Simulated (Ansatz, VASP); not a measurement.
Rb in VASP and in Ansatz

INCAR

```
SYSTEM = Rb
PREC = Accurate
ENCUT = 600
EDIFF = 1E-7
ISMEAR = -1
SIGMA = 0.1
LREAL = .False.
LASPH = .True.
NELM = 60
ALGO = Normal
ISIF = 3
LWAVE = .False.
LCHARG = .False.
GGA = PE
IBRION = 2
NSW = 80
EDIFFG = -0.01
```

The input KPOINTS:

```
Automatic mesh
0
Gamma
  6 6 6
  0 0 0
```

The input POSCAR:

```
Rb
1.0
    0.0000000000      4.8991917204      4.8991917204
    4.8991917204      0.0000000000      4.8991917204
    4.8991917204      4.8991917204      0.0000000000
Rb
2
Direct
    0.1250000000      0.1250000000      0.1250000000
    0.8750000000      0.8750000000      0.8750000000
```

Input for Ansatz:

```yaml
crystal:
  lattice:
    - [0.0, 4.8991917204, 4.8991917204]
    - [4.8991917204, 0.0, 4.8991917204]
    - [4.8991917204, 4.8991917204, 0.0]
  atoms:
    - { symbol: Rb, position: [0.125, 0.125, 0.125] }
    - { symbol: Rb, position: [0.875, 0.875, 0.875] }
hamiltonian:
  xc: pbe
  pseudopotentials:
    kind: paw
    azcp:
      Rb: "pseudopotentials/Rb.paw.azcp"
basis:
  ecutwfc: 420
  fft_grid_basis: typed
kpoints:
  mp_grid: { grid: [6, 6, 6], shift: [0, 0, 0] }
magnetization:
  spin_polarized: false
scf:
  occupations: { method: fermi_dirac, width: 0.1 }
relax:
  max_steps: 60
  f_tol: 0.01
  cell: {}
```

Alike in both runs: task relaxation of cell and atoms; functional PBE; k mesh 6 × 6 × 6; occupations fermi-dirac, width 0.1 eV; no spin polarisation.

```csv
,VASP,Ansatz
version,VASP 6.6.1,Ansatz 0.2.0
potentials or method,"VASP PAW PBE potentials, release 64 (Rb_sv), cutoff 600 eV","plane waves (420 eV) with PAW, scalar-relativistic"
valence electrons in the cell,18,18
```

```csv
,VASP,Ansatz,Ansatz less VASP
relaxed volume (Å³/atom),141.71,140.44,-1.263
relaxed cell length with the largest relative difference (Å),7.373,7.351,-0.0220
```

Noted on VASP's run: the volume moved by over 15 % at a fixed basis, so the end points are rough.
